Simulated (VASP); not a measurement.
Write the native input for VASP 6.6.1 that does the following.

```yaml
Task: single point
Functional: PBEsol
Potentials_or_basis: VASP PAW PBE potentials, release 64 (W_sv, C)
Cutoff: 520 eV
k_mesh: 18 × 18 × 16
Occupations: methfessel-paxton, width 0.2 eV
Spin: no spin polarisation
Dipole_correction: no
Further_INCAR_settings: ALGO = Normal; EDIFF = 1e-07; NBANDS = 16
```

The structure of WC lies in POSCAR:

```
WC
1.0
    2.9005014360      0.0000000000      0.0000000000
   -1.4502507180      2.5119079273      0.0000000000
    0.0000000000      0.0000000000      2.8290000000
W C
1 1
Direct
    0.0000000000      0.0000000000      0.0000000000
    0.6970795036      0.3485397518      0.5228096277
```

This cell differs from its parent crystal: all C atoms moved -0.100 Å, as atom 2 towards its neighbour atom 1 (W) at 2.192 Å.

These files were run (other wordings do the same):

INCAR

```
ALGO = Normal
EDIFF = 1E-7
ENCUT = 520
GGA = PS
ISIF = 2
ISMEAR = 1
LASPH = T
LCHARG = F
LREAL = F
LWAVE = F
NBANDS = 16
NELM = 100
PREC = Accurate
SIGMA = 0.2
```

KPOINTS

```
k-points
0
Gamma
  18 18 16
```

Potentials or basis: VASP PAW PBE potentials, release 64 (W_sv, C).

Launch:

```sh
$ cat potpaw_PBE.64/W_sv/POTCAR potpaw_PBE.64/C/POTCAR > POTCAR
$ mpirun -np 1 vasp_std > vasp.out
```

It gave:

```json
{"Pressure": "2.4 GPa", "Largest force": "1.507 eV/Å", "Band gap on the k mesh": "zero (bands 9 and 10 overlap by 1.16 eV)"}
```

Caveat: the cell differs from its parent crystal (all C atoms moved -0.100 Å, as atom 2 towards its neighbour atom 1 (W) at 2.192 Å); the PAW data sets were made with another functional, which shifts forces and pressure a little; spin-orbit coupling is left out, which moves the levels of the heavy elements.

Run time: 4.5 min on 1 thread of Intel(R) Xeon(R) Platinum 8259CL CPU @ 2.50GHz (Skylake/Cascade Lake) (shared host), peak memory 0.53 GiB.
